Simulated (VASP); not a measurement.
A run of VASP 6.6.1 is set up as follows.

The input INCAR:

```
PREC = Accurate ; ENCUT = 520
EDIFF = 1E-6 ; ISMEAR = 1
SIGMA = 0.1 ; LREAL = F
LASPH = T ; NELM = 100
ALGO = Normal ; ISIF = 2
LWAVE = F ; LCHARG = F
GGA = PE ; NBANDS = 21
```

KPOINTS

```
regular mesh
0
Gamma
  10 10 10
```

Contents of POSCAR:

```
Sn
1.0
   -2.8701489467      2.8701489467      1.5667812210
    2.8701489467     -2.8701489467      1.5667812210
    2.8701489467      2.8701489467     -1.5667812210
Sn
2
Direct
    0.0000000000      0.0000000000      0.0000000000
    0.7500000000      0.2500000000      0.5000000000
```

Potentials or basis: VASP PAW PBE potentials, release 64 (Sn_d).

Launch:

```sh
$ cat potpaw_PBE.64/Sn_d/POTCAR > POTCAR
$ mpirun -np 1 vasp_std > vasp.out
```

What does it give for the band gap on the k mesh?

Zero (bands 14 and 15 overlap by 4.12 eV).

Estimate the pressure.

5.7 GPa.

Stress tensor (GPa, compression positive):
```
6.00 0.00 0.00
0.00 6.00 0.00
0.00 0.00 5.01
```

Caveat: the cell stands under pressure; spin-orbit coupling is left out, which moves the levels of the heavy elements.
